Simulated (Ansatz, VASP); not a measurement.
**HfN in VASP and in Ansatz**

File INCAR:

```
PREC = Accurate
ENCUT = 520
EDIFF = 1E-6
ISMEAR = 0
SIGMA = 0.15
LREAL = F
LASPH = T
NELM = 100
ALGO = Normal
ISIF = 2
LWAVE = F
LCHARG = F
GGA = CA
NBANDS = 14
```

Contents of KPOINTS:

```
regular mesh
0
Gamma
  16 16 16
```

Contents of POSCAR:

```
HfN
1.0
    0.0000000000      2.5161925500      2.5161925500
    2.5161925500      0.0000000000      2.5161925500
    2.5161925500      2.5161925500      0.0000000000
Hf N
1 1
Direct
    0.0000000000      0.0000000000      0.0000000000
    0.7500000000      0.7500000000      0.7500000000
```

Input for Ansatz:

```yaml
crystal:
  lattice:
    - [0.0, 2.51619255, 2.51619255]
    - [2.51619255, 0.0, 2.51619255]
    - [2.51619255, 2.51619255, 0.0]
  atoms:
    - { symbol: Hf, position: [0.0, 0.0, 0.0] }
    - { symbol: "N", position: [0.75, 0.75, 0.75] }
basis:
  ecutwfc: 420
kpoints:
  mp_grid: { grid: [16, 16, 16] }
hamiltonian:
  xc: lda
scf:
  occupations: { method: gaussian, width: 0.15 }
output:
  forces: true
  stress: true
  eigenvalues: true
```

Change from the starting cell: strain +0.025 along x and y, +0.025 along z, atoms carried along.

Alike in both runs: task single point; functional LDA; k mesh 16 × 16 × 16; occupations gaussian, width 0.15 eV; no spin polarisation.

|  | VASP | Ansatz |
| --- | --- | --- |
| version | VASP 6.6.1 | Ansatz 0.2.0 |
| potentials or method | VASP PAW LDA potentials, release 64 (Hf_pv, N), cutoff 520 eV | scalar-relativistic, plane waves, PAW |
| valence electrons in the cell | 15 | 31 |

|  | VASP | Ansatz | Ansatz less VASP |
| --- | --- | --- | --- |
| gap on the k mesh at the Fermi level (eV) | none | none | - |
| pressure (GPa) | -21.1 | -20.6 | +0.50 |

LDA's correlation is that of Perdew and Zunger in VASP and of Perdew and Wang (1992) in Ansatz. A gap of «none» marks a metal or a gap that the smearing closes. VASP's potentials hold 15 valence electrons a cell and Ansatz's 31, so a difference there can come from the potentials and not from the codes.

Neither program's run includes spin-orbit coupling.
